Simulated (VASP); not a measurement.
# AlB2As3 (P3m1) in VASP: further runs

AlB2As3 is run at these levels: PBE; tasks: single point, relaxation of cell and atoms.

Program: VASP 6.6.1. These are calculated values, not measurements. Logs are shortened: lines on timing, memory, paths and dates and some standing lists are left out, and cuts for length are marked.

## Step 1: The cell of the first run

It takes space group P3m1 (No. 156, trigonal). Conventional cell: a = 3.598 Å, b = 3.598 Å, c = 9.058 Å, α = 90.00°, β = 90.00°, γ = 120.00°. Al (site symmetry 3m) has 4 As at 2.34 to 2.49 Å within 3.1 Å. Within 2.8 Å of B (site symmetry 3m) lie 4 As at 2.08 to 2.18 Å. Within 2.8 Å of B (site symmetry 3m) lie 4 As at 2.08 to 2.18 Å. Within 2.9 Å of As (site symmetry 3m) lie 3 B at 2.18 Å and 1 Al at 2.49 Å. Within 2.8 Å of As (site symmetry 3m) lie 1 B at 2.08 Å and 3 Al at 2.34 Å. Within 2.8 Å of As (site symmetry 3m) lie 4 B at 2.08 to 2.18 Å.

## Step 2: Single point, PBE

File INCAR:

```
SYSTEM = AlB2As3
PREC = Accurate
ENCUT = 520
EDIFF = 1E-6
ISMEAR = 0
SIGMA = 0.1
LREAL = .False.
LASPH = .True.
NELM = 80
ALGO = Normal
ISIF = 2
LWAVE = .False.
LCHARG = .True.
GGA = PE
LELF = .True.
LVHAR = .True.
NBANDS = 36
```

File KPOINTS:

```
regular mesh
0
Gamma
  6 6 1
  0 0 0
```

File POSCAR:

```
AlB2As3
1.0
    3.5975374583      0.0000000000      0.0000000000
   -1.7987687291      3.1155588299      0.0000000000
    0.0000000000      0.0000000000     18.1155773310
Al B As
2 4 6
Direct
    0.3333333333      0.6666666667      0.3346657950
    0.3333333333      0.6666666667      0.8346657950
    1.0000000000      0.0000000000      0.0089571932
    0.0000000000      0.0000000000      0.5089571932
    0.6666666667      0.3333333333      0.1601865415
    0.6666666667      0.3333333333      0.6601865415
    0.3333333333      0.6666666667      0.4719688047
    0.3333333333      0.6666666667      0.9719688047
    0.6666666667      0.3333333333      0.2752521554
    0.6666666667      0.3333333333      0.7752521554
    0.0000000000      0.0000000000      0.1239695103
    0.0000000000      0.0000000000      0.6239695103
```

Potentials or basis: VASP PAW PBE potentials, release 64 (Al, B, As).

Command:

```sh
cat potpaw_PBE.64/Al/POTCAR potpaw_PBE.64/B/POTCAR potpaw_PBE.64/As/POTCAR > POTCAR
mpirun -np 1 vasp_std > vasp.out
```

OUTCAR:

```text
SYSTEM = AlB2As3
   PREC = Accurate
   ENCUT = 520
   EDIFF = 1E-6
   ISMEAR = 0
   LREAL = .False.
   LASPH = .True.
   NELM = 80
   ISIF = 2
   GGA = PE

 ion  position               nearest neighbor table
   1  0.333  0.667  0.335-   9 2.34   9 2.34   9 2.34   7 2.49
   2  0.333  0.667  0.835-  10 2.34  10 2.34  10 2.34   8 2.49
   3  0.000  0.000  0.009-  11 2.08   8 2.18   8 2.18   8 2.18
   4  0.000  0.000  0.509-  12 2.08   7 2.18   7 2.18   7 2.18
   5  0.667  0.333  0.160-   9 2.08  11 2.18  11 2.18  11 2.18
   6  0.667  0.333  0.660-  10 2.08  12 2.18  12 2.18  12 2.18
   7  0.333  0.667  0.472-   4 2.18   4 2.18   4 2.18   1 2.49
   8  0.333  0.667  0.972-   3 2.18   3 2.18   3 2.18   2 2.49
   9  0.667  0.333  0.275-   5 2.08   1 2.34   1 2.34   1 2.34
  10  0.667  0.333  0.775-   6 2.08   2 2.34   2 2.34   2 2.34
  11  0.000  0.000  0.124-   3 2.08   5 2.18   5 2.18   5 2.18
  12  0.000  0.000  0.624-   4 2.08   6 2.18   6 2.18   6 2.18

  LATTYP: Found a hexagonal cell.
 ALAT       =     3.5975374583
 C/A-ratio  =     5.0355493281

  Lattice vectors:

 A1 = (   3.5975374583,   0.0000000000,   0.0000000000)
 A2 = (  -1.7987687291,   3.1155588299,   0.0000000000)
 A3 = (   0.0000000000,   0.0000000000,  18.1155773310)

Analysis of symmetry for initial positions (statically):
=====================================================================
 Subroutine PRICEL returns following result:

  LATTYP: Found a hexagonal cell.
 ALAT       =     3.5975374583
 C/A-ratio  =     2.5177746641

  Lattice vectors:

 A1 = (   3.5975374583,   0.0000000000,   0.0000000000)
 A2 = (  -1.7987687291,   3.1155588299,   0.0000000000)
 A3 = (   0.0000000000,   0.0000000000,   9.0577886655)

   2 primitive cells build up your supercell.

 Routine SETGRP: Setting up the symmetry group for a
 hexagonal supercell.

 Subroutine GETGRP returns: Found  6 space group operations
 (whereof  6 operations were pure point group operations)
 out of a pool of 24 trial point group operations.

The static configuration has the point symmetry C_3v.

Analysis of symmetry for dynamics (positions and initial velocities):
=====================================================================
 Subroutine PRICEL returns following result:

  LATTYP: Found a hexagonal cell.
 ALAT       =     3.5975374583
 C/A-ratio  =     2.5177746641

  Lattice vectors:

 A1 = (   3.5975374583,   0.0000000000,   0.0000000000)
 A2 = (  -1.7987687291,   3.1155588299,   0.0000000000)
 A3 = (   0.0000000000,   0.0000000000,   9.0577886655)

   2 primitive cells build up your supercell.

 Routine SETGRP: Setting up the symmetry group for a
 hexagonal supercell.

 Subroutine GETGRP returns: Found  6 space group operations
 (whereof  6 operations were pure point group operations)
 out of a pool of 24 trial point group operations.

The dynamic configuration has the point symmetry C_3v.

 Subroutine INISYM returns: Found  6 space group operations
 (whereof  6 operations are pure point group operations),
 and found     2 'primitive' translations

----------------------------------------------------------------------------------------

                                     Primitive cell

  volume of cell :     101.5228

  direct lattice vectors                    reciprocal lattice vectors
     3.597537458  0.000000000  0.000000000     0.277967919  0.160484853  0.000000000
    -1.798768729  3.115558830  0.000000000     0.000000000  0.320969705  0.000000000
     0.000000000  0.000000000  9.057788666     0.000000000  0.000000000  0.110402223

  length of vectors
     3.597537458  3.597537458  9.057788666     0.320969705  0.320969705  0.110402223

  position of ions in fractional coordinates (direct lattice)
     0.333333333  0.666666667  0.669331590
     0.000000000  0.000000000  0.017914386
     0.666666667  0.333333333  0.320373083
     0.333333333  0.666666667  0.943937609
     0.666666667  0.333333333  0.550504311
     0.000000000  0.000000000  0.247939021

  ion indices of the primitive-cell ions
   primitive index   ion index
                 1           1
                 2           4
                 3           5
                 4           7
                 5           9
                 6          11

----------------------------------------------------------------------------------------

 KPOINTS: regular mesh

Automatic generation of k-mesh.
 Grid dimensions read from file:
 generate k-points for:    6    6    1

 Generating k-lattice:

  Cartesian coordinates                     Fractional coordinates (reciprocal lattice)
     0.046327986  0.026747475  0.000000000     0.166666667  0.000000000  0.000000000
     0.000000000  0.053494951  0.000000000     0.000000000  0.166666667  0.000000000
     0.000000000  0.000000000  0.055201111     0.000000000  0.000000000  1.000000000

  Length of vectors
     0.053494951  0.053494951  0.055201111

  Shift w.r.t. Gamma in fractional coordinates (k-lattice)
     0.000000000  0.000000000  0.000000000

 Subroutine IBZKPT returns following result:
 ===========================================

 Found      7 irreducible k-points:

 Following reciprocal coordinates:
            Coordinates               Weight
  0.000000  0.000000  0.000000      1.000000
  0.166667  0.000000  0.000000      6.000000
  0.333333 -0.000000  0.000000      6.000000
  0.500000  0.000000  0.000000      3.000000
  0.166667  0.166667  0.000000      6.000000
  0.333333  0.166667  0.000000     12.000000
  0.333333  0.333333  0.000000      2.000000
   k-points           NKPTS =      7   k-points in BZ     NKDIM =      7   number of bands    NBANDS=     36
   number of dos      NEDOS =    301   number of ions     NIONS =     12
   total plane-waves  NPLWV = 109760
   dimension x,y,z NGX =    28 NGY =   28 NGZ =  140
   dimension x,y,z NGXF=    56 NGYF=   56 NGZF=  280
   ions per type =               2   4   6
   NGX,Y,Z   is equivalent  to a cutoff of  12.94, 12.94, 12.85 a.u.
   NGXF,Y,Z  is equivalent  to a cutoff of  25.88, 25.88, 25.70 a.u.
 SYSTEM =  AlB2As3
   PREC   = accura    normal or accurate (medium, high low for compatibility)
   ISTART =      0    job   : 0-new  1-cont  2-samecut
   ICHARG =      2    charge: 1-file 2-atom 10-const
   ISPIN  =      1    spin polarized calculation?
   LNONCOLLINEAR =      F non collinear calculations
   LSORBIT =      F    spin-orbit coupling
   LASPH  =      T    aspherical Exc in radial PAW
   ENCUT  =  520.0 eV  38.22 Ry    6.18 a.u.   6.69  6.69 33.68*2*pi/ulx,y,z
   NELM   =     80;   NELMIN=  2; NELMDL= -5     # of ELM steps
   EDIFF  = 0.1E-05   stopping-criterion for ELM
   LREAL  =      F    real-space projection
   EDIFFG = 0.1E-04   stopping-criterion for IOM
   NSW    =      0    number of steps for IOM
   IBRION =     -1    ionic relax: 0-MD 1-quasi-New 2-CG
   NFREE  =      0    steps in history (QN), initial steepest desc. (CG)
   ISIF   =      2    stress and relaxation
   ISYM   =      2    0-nonsym 1-usesym 2-fastsym
   POTIM  = 0.5000    time-step for ionic-motion
   TEBEG  =    0.0;   TEEND  =   0.0 temperature during run
   PSTRESS=    0.0 pullay stress
   NELECT =      48.0000    total number of electrons
   NUPDOWN=      -1.0000    fix difference up-down
   EMIN   =  10.00;   EMAX   =-10.00  energy-range for DOS
   EFERMI =   0.00;   METHOD = LEGACY
   ISMEAR =     0;   SIGMA  =   0.10  broadening in eV -4-tet -1-fermi 0-gaus
   EFERMI_NEDOS =   21; number of points for ismear=-14 and -15
   IALGO  =     38    algorithm
   IMIX   =      4    mixing-type and parameters
     AMIX     =   0.40;   BMIX     =  1.00
     AMIX_MAG =   1.60;   BMIX_MAG =  1.00
  volume/ion in A,a.u.               =      16.92       114.18
  Fermi-wavevector in a.u.,A,eV,Ry     =   1.012257  1.912888 13.941401  1.024664
  Thomas-Fermi vector in A             =   2.145356
   LORBIT       =      0    0 simple, 1 ext, 2 COOP (PROOUT), +10 PAW based schemes
   GGA     = PE    functional components
   LHFCALC =     F    Hartree Fock is set to
   AEXX    =    0.0000 exact exchange contribution
   IVDW    =     0    specifies the selected vdW correction
   LEPSILON=     F    determine dielectric tensor
   LRPA    =     F    only Hartree local field effects (RPA)
 non-spin polarized calculation
 Gauss-broadening in eV      SIGMA  =   0.10
  energy-cutoff  :      520.00
  volume of cell :      203.05
 maximum number of plane-waves:      5503
 NGX is ok and might be reduce to    28
   NGX = 13   NGY = 13   NGZ = 67

 number of electron      48.0000000 magnetization

 Free energy of the ion-electron system (eV)
  ---------------------------------------------------
  ext. energy  EPLUGINS =         0.00000000
  ---------------------------------------------------
  free energy    TOTEN  =       -61.87576150 eV

  energy without entropy =      -61.87532083  energy(sigma->0) =      -61.87554116

 E-fermi :   5.9697     XC(G=0):  -9.8717

 val. band max:        5.8058598704   @ k =   0.0000   0.0000   0.0000
 cond. band min:       6.1439609358   @ k =   0.5000   0.0000   0.0000
 fundamental gap:      0.3381010655
 Fermi energy:         5.9696783053

 k-point     1 :       0.0000    0.0000    0.0000
  band No.  band energies     occupation
      1      -8.9901      2.00000
      2      -8.8942      2.00000
      3      -8.0664      2.00000
      4      -7.6597      2.00000
      5      -6.9742      2.00000
      6      -6.4907      2.00000
[... 28 lines left out ...]
     35       9.1830      0.00000
     36       9.1882      0.00000
[... 203 lines left out ...]
      6      -5.6300      2.00000
[... 28 lines left out ...]
     35      11.1186      0.00000
     36      11.1766      0.00000

------------------------ aborting loop because EDIFF is reached ----------------------------------------

  FORCE on cell =-STRESS in cart. coord.  units (eV):
  Direction    XX          YY          ZZ          XY          YZ          ZX
  --------------------------------------------------------------------------------------
  -------------------------------------------------------------------------------------
  Total        0.6226130      0.6226130      0.1442590      0.0000000      0.0000000      0.0000000
  in kB        4.9128706      4.9128706      1.1383083      0.0000000      0.0000000      0.0000000
  external PRESSURE =       3.6546832 kB  Pullay stress =       0.0000000 kB

 VOLUME and BASIS-vectors are now :
 -----------------------------------------------------------------------------
  energy-cutoff  :      520.00
  volume of cell :      203.05
      direct lattice vectors                 reciprocal lattice vectors
     3.597537458  0.000000000  0.000000000     0.277967919  0.160484853  0.000000000
    -1.798768729  3.115558830  0.000000000     0.000000000  0.320969705  0.000000000
     0.000000000  0.000000000 18.115577331     0.000000000  0.000000000  0.055201111

 POSITION                                       TOTAL-FORCE (eV/Angst)
 -----------------------------------------------------------------------------------
     -0.00000      2.07704      6.06266         0.000000     -0.000000      0.010115
     -0.00000      2.07704     15.12045         0.000000     -0.000000      0.010115
      0.00000      0.00000      0.16226        -0.000000      0.000000     -0.009560
      0.00000      0.00000      9.22005         0.000000      0.000000     -0.009560
      1.79877      1.03852      2.90187        -0.000000      0.000000     -0.027840
      1.79877      1.03852     11.95966        -0.000000      0.000000     -0.027840
     -0.00000      2.07704      8.54999        -0.000000      0.000000     -0.009181
     -0.00000      2.07704     17.60778        -0.000000      0.000000     -0.009181
      1.79877      1.03852      4.98635        -0.000000     -0.000000      0.029665
      1.79877      1.03852     14.04414         0.000000     -0.000000      0.029665
      0.00000      0.00000      2.24578         0.000000      0.000000      0.006800
      0.00000      0.00000     11.30357         0.000000      0.000000      0.006800
 -----------------------------------------------------------------------------------
    total drift:                               -0.000000     -0.000000      0.000401

  FREE ENERGIE OF THE ION-ELECTRON SYSTEM (eV)
  ---------------------------------------------------
  free  energy   TOTEN  =       -61.8757614953 eV

  energy  without entropy=      -61.8753208306  energy(sigma->0) =      -61.87554116
```

It took 2.8 min on 1 thread of AMD EPYC 7R13, shared host; peak memory 0.3 GiB.

Results:

```
Free energy            : -61.8758 eV
Pressure               : 0.4 GPa
Largest force          : 0.030 eV/Å
Band gap on the k mesh : 0.34 eV
```

Forces in eV/Å, atoms in the order of the input:
```
Al   0.000  0.000  0.010
Al   0.000  0.000  0.010
B    0.000  0.000 -0.010
B    0.000  0.000 -0.010
B    0.000  0.000 -0.028
B    0.000  0.000 -0.028
As   0.000  0.000 -0.009
As   0.000  0.000 -0.009
As   0.000  0.000  0.030
As   0.000  0.000  0.030
As   0.000  0.000  0.007
As   0.000  0.000  0.007
```

Levels at points of the mesh, in eV from the valence-band top:
| k point | band 20 | band 21 | band 22 | band 23 | band 24 | band 25 | band 26 | band 27 | band 28 | band 29 |
| --- | --- | --- | --- | --- | --- | --- | --- | --- | --- | --- |
| (0.00, 0.00, 0.00) | -1.04 | -0.12 | -0.12 | 0.00 | 0.00 | 0.72 | 0.73 | 1.07 | 1.29 | 1.92 |
| (0.50, 0.00, 0.00) | -3.34 | -3.20 | -2.34 | -1.69 | -1.51 | 0.34 | 0.70 | 0.70 | 0.88 | 1.55 |

Caveat: semilocal functionals underestimate gaps, and a narrow one can read as zero. A k mesh can miss the band edges.

[end of part 1 of 2]
